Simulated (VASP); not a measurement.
# Te2Mo in VASP: a series of runs

Runs on Te2Mo. Level: r2SCAN+U. Tasks: single point.

Program: VASP 6.6.1. These are calculated values, not measurements. Logs are shortened: lines on timing, memory, paths and dates and some standing lists are left out, and cuts for length are marked.

## Step 1: The cell of the first run

The cell holds a slab with vacuum, 9 atoms: a = 3.562 Å, b = 3.562 Å, c = 31.563 Å, α = 90.00°, β = 90.00°, γ = 120.00°.

## Step 2: Single point, r2SCAN+U

POSCAR reads:

```
Te2Mo
1.0
    3.5624185427      0.0000000000      0.0000000000
   -1.7812092714      3.0851449569      0.0000000000
    0.0000000000      0.0000000000     31.5632657400
Te Mo
6 3
Direct
    0.0000000000      0.0000000000      0.0567620800
    0.3333333333      0.6666666667      0.2889862200
    0.3333333333      0.6666666667      0.8244042500
    0.3333333333      0.6666666667      0.1755957500
    0.3333333333      0.6666666667      0.7110137800
    0.0000000000      0.0000000000      0.9432379200
    0.3333333333      0.6666666667      0.0000000000
    0.0000000000      0.0000000000      0.2323060100
    0.0000000000      0.0000000000      0.7676939900
```

INCAR.step1 reads:

```
SYSTEM = Te2Mo
PREC = Accurate ; ENCUT = 520
ISMEAR = -1 ; SIGMA = 0.05
LREAL = .False. ; LASPH = .True.
NELM = 150 ; LMAXMIX = 4
LDAU = .True. ; LDAUTYPE = 2
LDAUL = -1 2 ; LDAUU = 0 3
LDAUJ = 0 0 ; NBANDS = 49
GGA = PE ; ALGO = Normal
EDIFF = 1E-4 ; LWAVE = .True.
LCHARG = .False.
```

INCAR.step2 reads:

```
SYSTEM = Te2Mo
PREC = Accurate ; ENCUT = 520
EDIFF = 1E-6 ; ISMEAR = -1
SIGMA = 0.05 ; LREAL = .False.
LASPH = .True. ; NELM = 150
ALGO = Normal ; ISIF = 2
LWAVE = .False. ; LCHARG = .False.
LMAXMIX = 4 ; LDAU = .True.
LDAUTYPE = 2 ; LDAUL = -1 2
LDAUU = 0 3 ; LDAUJ = 0 0
LDAUPRINT = 1 ; METAGGA = R2SCAN
LMIXTAU = .True. ; NBANDS = 49
ISTART = 1
```

KPOINTS reads:

```
Automatic mesh
0
Gamma
  7 7 1
  0 0 0
```

Potentials or basis: VASP PAW PBE potentials, release 64 (Te, Mo_sv).

Launch:

```bash
> cat potpaw_PBE.64/Te/POTCAR potpaw_PBE.64/Mo_sv/POTCAR > POTCAR
> cp INCAR.step1 INCAR
> mpirun -np 1 vasp_std > vasp.out
> cp INCAR.step2 INCAR
> mpirun -np 1 vasp_std > vasp.out
```

OUTCAR:

```text
SYSTEM = Te2Mo
   PREC = Accurate
   ENCUT = 520
   EDIFF = 1E-6
   ISMEAR = -1
   LREAL = .False.
   LASPH = .True.
   NELM = 150
   ISIF = 2
   METAGGA = R2SCAN
   ISTART = 1

 ion  position               nearest neighbor table
   1  0.000  0.000  0.057-   7 2.73   7 2.73   7 2.73   6 3.58
   2  0.333  0.667  0.289-   8 2.73   8 2.73   8 2.73   4 3.58
   3  0.333  0.667  0.824-   9 2.73   9 2.73   9 2.73   5 3.58
   4  0.333  0.667  0.176-   8 2.73   8 2.73   8 2.73   2 3.58
   5  0.333  0.667  0.711-   9 2.73   9 2.73   9 2.73   3 3.58
   6  0.000  0.000  0.943-   7 2.73   7 2.73   7 2.73   1 3.58
   7  0.333  0.667  0.000-   1 2.73   6 2.73   1 2.73   6 2.73   1 2.73   6 2.73
   8  0.000  0.000  0.232-   2 2.73   2 2.73   2 2.73   4 2.73   4 2.73   4 2.73
   9  0.000  0.000  0.768-   5 2.73   5 2.73   5 2.73   3 2.73   3 2.73   3 2.73

  LATTYP: Found a hexagonal cell.
 ALAT       =     3.5624185427
 C/A-ratio  =     8.8600666546

  Lattice vectors:

 A1 = (   3.5624185427,   0.0000000000,   0.0000000000)
 A2 = (  -1.7812092714,   3.0851449569,   0.0000000000)
 A3 = (   0.0000000000,   0.0000000000,  31.5632657400)

Analysis of symmetry for initial positions (statically):
=====================================================================
 Subroutine PRICEL returns:
 Original cell was already a primitive cell.

 Routine SETGRP: Setting up the symmetry group for a
 hexagonal supercell.

 Subroutine GETGRP returns: Found 12 space group operations
 (whereof 12 operations were pure point group operations)
 out of a pool of 24 trial point group operations.

The static configuration has the point symmetry D_3h.

Analysis of symmetry for dynamics (positions and initial velocities):
=====================================================================
 Subroutine PRICEL returns:
 Original cell was already a primitive cell.

 Routine SETGRP: Setting up the symmetry group for a
 hexagonal supercell.

 Subroutine GETGRP returns: Found 12 space group operations
 (whereof 12 operations were pure point group operations)
 out of a pool of 24 trial point group operations.

The dynamic configuration has the point symmetry D_3h.

 Subroutine INISYM returns: Found 12 space group operations
 (whereof 12 operations are pure point group operations),
 and found     1 'primitive' translations

----------------------------------------------------------------------------------------

                                     Primitive cell

  volume of cell :     346.8985

  direct lattice vectors                    reciprocal lattice vectors
     3.562418543  0.000000000  0.000000000     0.280708173  0.162066939  0.000000000
    -1.781209271  3.085144957  0.000000000     0.000000000  0.324133878  0.000000000
     0.000000000  0.000000000 31.563265740     0.000000000  0.000000000  0.031682400

  length of vectors
     3.562418543  3.562418543 31.563265740     0.324133878  0.324133878  0.031682400

  position of ions in fractional coordinates (direct lattice)
     0.000000000  0.000000000  0.056762080
     0.333333333  0.666666667  0.288986220
     0.333333333  0.666666667  0.824404250
     0.333333333  0.666666667  0.175595750
     0.333333333  0.666666667  0.711013780
     0.000000000  0.000000000  0.943237920
     0.333333333  0.666666667  0.000000000
     0.000000000  0.000000000  0.232306010
     0.000000000  0.000000000  0.767693990

  ion indices of the primitive-cell ions
   primitive index   ion index
                 1           1
                 2           2
                 3           3
                 4           4
                 5           5
                 6           6
                 7           7
                 8           8
                 9           9

----------------------------------------------------------------------------------------

 KPOINTS: Automatic mesh

Automatic generation of k-mesh.
 Grid dimensions read from file:
 generate k-points for:    7    7    1

 Generating k-lattice:

  Cartesian coordinates                     Fractional coordinates (reciprocal lattice)
     0.040101168  0.023152420  0.000000000     0.142857143  0.000000000  0.000000000
     0.000000000  0.046304840  0.000000000     0.000000000  0.142857143  0.000000000
     0.000000000  0.000000000  0.031682400     0.000000000  0.000000000  1.000000000

  Length of vectors
     0.046304840  0.046304840  0.031682400

  Shift w.r.t. Gamma in fractional coordinates (k-lattice)
     0.000000000  0.000000000  0.000000000

 Subroutine IBZKPT returns following result:
 ===========================================

 Found      8 irreducible k-points:

 Following reciprocal coordinates:
            Coordinates               Weight
  0.000000  0.000000  0.000000      1.000000
  0.142857  0.000000  0.000000      6.000000
  0.285714  0.000000  0.000000      6.000000
  0.428571 -0.000000  0.000000      6.000000
  0.142857  0.142857  0.000000      6.000000
  0.285714  0.142857  0.000000     12.000000
  0.428571  0.142857  0.000000      6.000000
  0.285714  0.285714  0.000000      6.000000
   k-points           NKPTS =      8   k-points in BZ     NKDIM =      8   number of bands    NBANDS=     49
   number of dos      NEDOS =    301   number of ions     NIONS =      9
   total plane-waves  NPLWV = 188160
   dimension x,y,z NGX =    28 NGY =   28 NGZ =  240
   dimension x,y,z NGXF=    56 NGYF=   56 NGZF=  480
   ions per type =               6   3
   NGX,Y,Z   is equivalent  to a cutoff of  13.07, 13.07, 12.64 a.u.
   NGXF,Y,Z  is equivalent  to a cutoff of  26.13, 26.13, 25.28 a.u.
 SYSTEM =  Te2Mo
   PREC   = accura    normal or accurate (medium, high low for compatibility)
   ISTART =      1    job   : 0-new  1-cont  2-samecut
   ICHARG =      0    charge: 1-file 2-atom 10-const
   ISPIN  =      1    spin polarized calculation?
   LNONCOLLINEAR =      F non collinear calculations
   LSORBIT =      F    spin-orbit coupling
   LASPH  =      T    aspherical Exc in radial PAW
   ENCUT  =  520.0 eV  38.22 Ry    6.18 a.u.   6.62  6.62 58.69*2*pi/ulx,y,z
   NELM   =    150;   NELMIN=  2; NELMDL=  0     # of ELM steps
   EDIFF  = 0.1E-05   stopping-criterion for ELM
   LREAL  =      F    real-space projection
   EDIFFG = 0.1E-04   stopping-criterion for IOM
   NSW    =      0    number of steps for IOM
   IBRION =     -1    ionic relax: 0-MD 1-quasi-New 2-CG
   NFREE  =      0    steps in history (QN), initial steepest desc. (CG)
   ISIF   =      2    stress and relaxation
   ISYM   =      2    0-nonsym 1-usesym 2-fastsym
   POTIM  = 0.5000    time-step for ionic-motion
   TEBEG  =    0.0;   TEEND  =   0.0 temperature during run
   PSTRESS=    0.0 pullay stress
   NELECT =      78.0000    total number of electrons
   NUPDOWN=      -1.0000    fix difference up-down
   EMIN   =  10.00;   EMAX   =-10.00  energy-range for DOS
   EFERMI =   0.00;   METHOD = LEGACY
   ISMEAR =    -1;   SIGMA  =   0.05  broadening in eV -4-tet -1-fermi 0-gaus
   EFERMI_NEDOS =   21; number of points for ismear=-14 and -15
   IALGO  =     38    algorithm
   IMIX   =      4    mixing-type and parameters
     AMIX     =   0.40;   BMIX     =  1.00
     AMIX_MAG =   1.60;   BMIX_MAG =  1.00
  volume/ion in A,a.u.               =      38.54       260.11
  Fermi-wavevector in a.u.,A,eV,Ry     =   0.995495  1.881212 13.483501  0.991009
  Thomas-Fermi vector in A             =   2.127518
   LORBIT       =      0    0 simple, 1 ext, 2 COOP (PROOUT), +10 PAW based schemes
 LDA+U is selected, type is set to LDAUTYPE =  2
   angular momentum for each species LDAUL =    -1    2
   U (eV)           for each species LDAUU =   0.0  3.0
   J (eV)           for each species LDAUJ =   0.0  0.0
   METAGGA = R2SCAN    functional components
   LHFCALC =     F    Hartree Fock is set to
   AEXX    =    0.0000 exact exchange contribution
   IVDW    =     0    specifies the selected vdW correction
   LEPSILON=     F    determine dielectric tensor
   LRPA    =     F    only Hartree local field effects (RPA)
 non-spin polarized calculation
  energy-cutoff  :      520.00
  volume of cell :      346.90
 maximum number of plane-waves:      9465
 NGX is ok and might be reduce to    28
   NGX = 13   NGY = 13   NGZ =117

atom =   7  type =  2  l = 2

 onsite density matrix

spin component  1

  0.3833 -0.0000  0.0000 -0.0000 -0.0000
 -0.0000  0.3989 -0.0000 -0.0000 -0.0000
  0.0000 -0.0000  0.3918 -0.0000  0.0000
 -0.0000 -0.0000 -0.0000  0.3989  0.0000
 -0.0000 -0.0000  0.0000  0.0000  0.3833

spin component  2

  0.3833 -0.0000  0.0000 -0.0000 -0.0000
 -0.0000  0.3989 -0.0000 -0.0000 -0.0000
  0.0000 -0.0000  0.3918 -0.0000  0.0000
 -0.0000 -0.0000 -0.0000  0.3989  0.0000
 -0.0000 -0.0000  0.0000  0.0000  0.3833
[... 67 lines left out ...]
 occupancies and eigenvectors

  o =  0.3833  v = -0.8767  0.0023  0.0000  0.0043 -0.4811  0.0000  0.0000  0.0000  0.0000  0.0000      0.0000  0.0000  0.0000  0.0000  0.0000  0.0000  0.0000  0.0000  0.0000  0.0000
  o =  0.3833  v =  0.0000  0.0000  0.0000  0.0000  0.0000 -0.8767  0.0023  0.0000  0.0043 -0.4811      0.0000  0.0000  0.0000  0.0000  0.0000  0.0000  0.0000  0.0000  0.0000  0.0000
  o =  0.3833  v = -0.4811 -0.0043  0.0000  0.0023  0.8767  0.0000  0.0000  0.0000  0.0000  0.0000      0.0000  0.0000  0.0000  0.0000  0.0000  0.0000  0.0000  0.0000  0.0000  0.0000
  o =  0.3833  v =  0.0000  0.0000  0.0000  0.0000  0.0000 -0.4811 -0.0043  0.0000  0.0023  0.8767      0.0000  0.0000  0.0000  0.0000  0.0000  0.0000  0.0000  0.0000  0.0000  0.0000
  o =  0.3915  v =  0.0000  0.0000  0.0000  0.0000  0.0000 -0.0000  0.0000 -1.0000  0.0000 -0.0000      0.0000  0.0000  0.0000  0.0000  0.0000  0.0000  0.0000  0.0000  0.0000  0.0000
  o =  0.3915  v = -0.0000  0.0000 -1.0000  0.0000 -0.0000  0.0000  0.0000  0.0000  0.0000  0.0000      0.0000  0.0000  0.0000  0.0000  0.0000  0.0000  0.0000  0.0000  0.0000  0.0000
  o =  0.3994  v =  0.0000  0.0000  0.0000  0.0000  0.0000 -0.0037 -0.6410 -0.0000 -0.7676 -0.0031      0.0000  0.0000  0.0000  0.0000  0.0000  0.0000  0.0000  0.0000  0.0000  0.0000
  o =  0.3994  v = -0.0037 -0.6410 -0.0000 -0.7676 -0.0031  0.0000  0.0000  0.0000  0.0000  0.0000      0.0000  0.0000  0.0000  0.0000  0.0000  0.0000  0.0000  0.0000  0.0000  0.0000
  o =  0.3994  v =  0.0000  0.0000  0.0000  0.0000  0.0000  0.0031 -0.7676  0.0000  0.6410 -0.0037      0.0000  0.0000  0.0000  0.0000  0.0000  0.0000  0.0000  0.0000  0.0000  0.0000
  o =  0.3994  v =  0.0031 -0.7676  0.0000  0.6410 -0.0037  0.0000  0.0000  0.0000  0.0000  0.0000      0.0000  0.0000  0.0000  0.0000  0.0000  0.0000  0.0000  0.0000  0.0000  0.0000

 number of electron      77.9999999 magnetization

 Free energy of the ion-electron system (eV)
  ---------------------------------------------------
  ext. energy  EPLUGINS =         0.00000000
  ---------------------------------------------------
  free energy    TOTEN  =      -222.68445994 eV

  energy without entropy =     -222.68445862  energy(sigma->0) =     -222.68445928

 E-fermi :   3.9691     XC(G=0):  -7.5734

 val. band max:        3.4057190908   @ k =   0.0000   0.0000   0.0000
 cond. band min:       4.6504340832   @ k =   0.2857   0.2857   0.0000
 fundamental gap:      1.2447149924
 Fermi energy:         3.9691353461

 k-point     1 :       0.0000    0.0000    0.0000
  band No.  band energies     occupation
      1     -59.6034      2.00000
      2     -59.6028      2.00000
      3     -59.6028      2.00000
      4     -32.9968      2.00000
      5     -32.9964      2.00000
      6     -32.9964      2.00000
[... 405 lines left out ...]
     48       5.8202      0.00000
     49       7.2257      0.00000

------------------------ aborting loop because EDIFF is reached ----------------------------------------

  FORCE on cell =-STRESS in cart. coord.  units (eV):
  Direction    XX          YY          ZZ          XY          YZ          ZX
  --------------------------------------------------------------------------------------
  -------------------------------------------------------------------------------------
  Total        1.4349328      1.4349328      1.9134584     -0.0000000      0.0000000      0.0000000
  in kB        6.6273468      6.6273468      8.8374537     -0.0000000      0.0000000      0.0000000
  external PRESSURE =       7.3640491 kB  Pullay stress =       0.0000000 kB

 VOLUME and BASIS-vectors are now :
 -----------------------------------------------------------------------------
  energy-cutoff  :      520.00
  volume of cell :      346.90
      direct lattice vectors                 reciprocal lattice vectors
     3.562418543  0.000000000  0.000000000     0.280708173  0.162066939  0.000000000
    -1.781209271  3.085144957  0.000000000     0.000000000  0.324133878  0.000000000
     0.000000000  0.000000000 31.563265740     0.000000000  0.000000000  0.031682400

 POSITION                                       TOTAL-FORCE (eV/Angst)
 -----------------------------------------------------------------------------------
      0.00000      0.00000      1.79160         0.000000     -0.000000      0.153540
     -0.00000      2.05676      9.12135         0.000000      0.000000      0.174519
     -0.00000      2.05676     26.02089         0.000000      0.000000      0.181077
     -0.00000      2.05676      5.54238         0.000000      0.000000     -0.181077
     -0.00000      2.05676     22.44192         0.000000      0.000000     -0.174519
      0.00000      0.00000     29.77167         0.000000     -0.000000     -0.153540
     -0.00000      2.05676      0.00000        -0.000000      0.000000      0.000000
      0.00000      0.00000      7.33234         0.000000      0.000000      0.015102
      0.00000      0.00000     24.23093         0.000000      0.000000     -0.015102
 -----------------------------------------------------------------------------------
    total drift:                               -0.000000      0.000000     -0.000000

  FREE ENERGIE OF THE ION-ELECTRON SYSTEM (eV)
  ---------------------------------------------------
  free  energy   TOTEN  =      -222.6844599424 eV

  energy  without entropy=     -222.6844586177  energy(sigma->0) =     -222.68445928
```

Run time: 23 min. Hardware: 1 thread of AMD EPYC 7R13 (Zen 3), shared host; peak memory 0.52 GiB.

What came out:

```yaml
Free_energy: -222.6845 eV
Largest_force: 0.181 eV/Å
Band_gap_on_the_k_mesh: 1.24 eV, indirect (least direct gap 1.39 eV)
```

Forces in eV/Å, atoms in the order of the input:
```
Te   0.000  0.000  0.154
Te   0.000  0.000  0.175
Te   0.000  0.000  0.181
Te   0.000  0.000 -0.181
Te   0.000  0.000 -0.175
Te   0.000  0.000 -0.154
Mo   0.000  0.000  0.000
Mo   0.000  0.000  0.015
Mo   0.000  0.000 -0.015
```

Eigenvalues of the final occupation matrices:
```csv
site,spin,trace,eigenvalues
site 7 d,1,1.96,0.38 0.38 0.39 0.40 0.40
site 7 d,2,1.96,0.38 0.38 0.39 0.40 0.40
site 8 d,1,1.96,0.38 0.38 0.39 0.40 0.40
site 8 d,2,1.96,0.38 0.38 0.39 0.40 0.40
site 9 d,1,1.96,0.38 0.38 0.39 0.40 0.40
site 9 d,2,1.96,0.38 0.38 0.39 0.40 0.40
```

Caveat: the PAW data sets were made with another functional, which shifts forces and pressure a little; spin-orbit coupling is left out, which moves the levels of the heavy elements; the U is typed as a test and isn't derived for this compound.

(Part 1 of 2 ends here.)
